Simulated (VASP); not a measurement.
Input of a VASP 6.6.1 run:

The input POSCAR:

```
P
1.0
    1.7227597538      0.9946358076      3.0106104305
   -1.7227597538      0.9946358076      3.0106104305
    0.0000000000     -1.9892716152      3.0106104305
P
2
Direct
    0.2298992381      0.2298992381      0.2298992381
    0.7701007619      0.7701007619      0.7701007619
```

The input INCAR.step1:

```
SYSTEM = P
ALGO = Normal ; EDIFF = 1E-4
ENCUT = 520 ; GGA = PE
ISMEAR = 0 ; LASPH = .True.
LCHARG = .False. ; LREAL = .False.
LWAVE = .True. ; NBANDS = 12
NELM = 60 ; PREC = Accurate
SIGMA = 0.1
```

File INCAR.step2:

```
SYSTEM = P
ALGO = Normal ; EDIFF = 1E-6
ENCUT = 520 ; ISIF = 2
ISMEAR = 0 ; ISTART = 1
IVDW = 12 ; LASPH = .True.
LCHARG = .False. ; LMIXTAU = .True.
LREAL = .False. ; LWAVE = .False.
METAGGA = R2SCAN ; NBANDS = 12
NELM = 60 ; PREC = Accurate
SIGMA = 0.1 ; VDW_A1 = 0.49484001
VDW_A2 = 5.73083694 ; VDW_S6 = 1.0
VDW_S8 = 0.78981345
```

Contents of KPOINTS:

```
k-points
0
Gamma
  15 15 15
  0 0 0
```

Potentials or basis: VASP PAW PBE potentials, release 64 (P).

The run is started by

```bash
$ cat potpaw_PBE.64/P/POTCAR > POTCAR
$ cp INCAR.step1 INCAR
$ mpirun -np 1 vasp_std > vasp.out
$ cp INCAR.step2 INCAR
$ mpirun -np 1 vasp_std > vasp.out
```

Estimate the largest force.

0.092 eV/Å.

What does it give for the dispersion energy per atom?

-0.213 eV.

Stress tensor (GPa, compression positive):
```
-0.65  0.00  0.00
 0.00 -0.65  0.00
 0.00  0.00 -0.44
```

Caveat: the PAW data sets were made with another functional, which shifts forces and pressure a little; pairwise dispersion overbinds metals, which lowers pressure and volume.
